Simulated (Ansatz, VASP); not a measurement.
## CdS: VASP beside Ansatz

INCAR

```
SYSTEM = CdS
PREC = Accurate
ENCUT = 520
EDIFF = 1E-6
ISMEAR = 0
SIGMA = 0.01
LREAL = .False.
LASPH = .True.
NELM = 80
ALGO = Normal
ISIF = 2
LWAVE = .False.
LCHARG = .False.
GGA = PE
NBANDS = 26
```

KPOINTS

```
Automatic mesh
0
Gamma
  6 6 4
  0 0 0
```

File POSCAR:

```
CdS
1.0
    4.2446578553      0.0000000000      0.0000000000
   -2.1223289277      3.6759810977      0.0000000000
    0.0000000000      0.0000000000      6.8906650534
Cd S
2 2
Direct
    0.3333333333      0.6666666667      0.0000000000
    0.6666666667      0.3333333333      0.5000000000
    0.3333333333      0.6666666667      0.3750000000
    0.6666666667      0.3333333333      0.8750000000
```

Input for Ansatz:

```yaml
crystal:
  lattice:
    - [4.244657855344137, 0.0, 0.0]
    - [-2.1223289276720685, 3.6759810976858085, 0.0]
    - [0.0, 0.0, 6.8906650533622775]
  atoms:
    - { symbol: Cd, position: [0.3333333333333333, 0.6666666666666666, 0.0] }
    - { symbol: Cd, position: [0.6666666666666666, 0.3333333333333333, 0.5] }
    - { symbol: S, position: [0.3333333333333333, 0.6666666666666666, 0.375] }
    - { symbol: S, position: [0.6666666666666666, 0.3333333333333333, 0.875] }
basis:
  ecutwfc: 571.4391111657479
kpoints:
  mp_grid:
    grid: [6, 6, 4]
hamiltonian:
  xc: pbe
scf:
  occupations:
    method: fixed
output:
  stress: true
```

Alike in both runs: task single point; functional PBE; k mesh 6 × 6 × 4; no spin polarisation.

```csv
,VASP,Ansatz
version,VASP 6.6.1,Ansatz 0.2.0
potentials or method,"VASP PAW PBE potentials, release 64 (Cd, S), cutoff 520 eV","plane waves, PAW"
occupations,"gaussian, width 0.01 eV",fixed
valence electrons in the cell,36,52
```

VASP gave:

* pressure (GPa): -1.3
* traceless stress, the component that is largest in VASP (GPa): 0.30

Task: What did Ansatz give for the same quantities?

Result: Pressure (GPa): -1.6; traceless stress, the component that is largest in VASP (GPa): 0.29.

VASP's potentials hold 36 valence electrons a cell and Ansatz's 52, so a difference there can come from the potentials and not from the codes.
